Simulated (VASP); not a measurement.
EuO: single point with LDA+U

EuO:

```
CELL_PARAMETERS angstrom
0.00000 2.57195 2.57195
2.57195 0.00000 2.57195
2.57195 2.57195 0.00000
ATOMIC_POSITIONS crystal
Eu 0.50000 0.50000 0.50000
O 0.00000 0.00000 0.00000
```

```json
{
  "Program": "VASP 6.6.1",
  "Task": "single point",
  "Functional": "LDA",
  "Potentials or basis": "VASP PAW PBE potentials, release 64 (Eu, O)",
  "Cutoff": "600 eV",
  "k mesh": "6 × 6 × 6",
  "Occupations": "gaussian, width 0.05 eV",
  "Spin": "collinear spin, ferromagnetic start",
  "Starting moments": "[3.5, 0.0] μB",
  "Fixed moment": "3.5 μB",
  "Hubbard terms": "Eu f U = 7.0 eV",
  "Dipole correction": "no",
  "Further INCAR settings": "ALGO = Normal; EDIFF = 1e-06; NBANDS = 22"
}
```

| Item | Value |
| --- | --- |
| Pressure | -13.0 GPa |
| Net moment | 3.50 μB per cell |
| Site moments | Eu +4.06; O -0.22 μB |
| Valence electrons inside the program's atomic spheres | Eu 14.58; O 4.88 |

Eigenvalues of the final occupation matrices:
```csv
site,spin,trace,eigenvalues
site 1 f,1,5.37,0.00 0.80 0.80 0.80 0.99 0.99 0.99
site 1 f,2,1.01,0.00 0.00 0.00 0.01 0.01 0.01 0.98
```

Run time: 2.3 min on 1 thread of Intel Xeon 8259CL, with other jobs on the host, peak memory 0.19 GiB.

Caveat: the cell stands under tension; the PAW data sets were made with another functional, which shifts forces and pressure a little; spin-orbit coupling is left out, which moves the levels of the heavy elements; the total moment is fixed, so each spin has its own Fermi level; a cell with one magnetic atom can't hold antiferromagnetic order, which such compounds often take. The state reached can hang on the start; a lower one may exist.
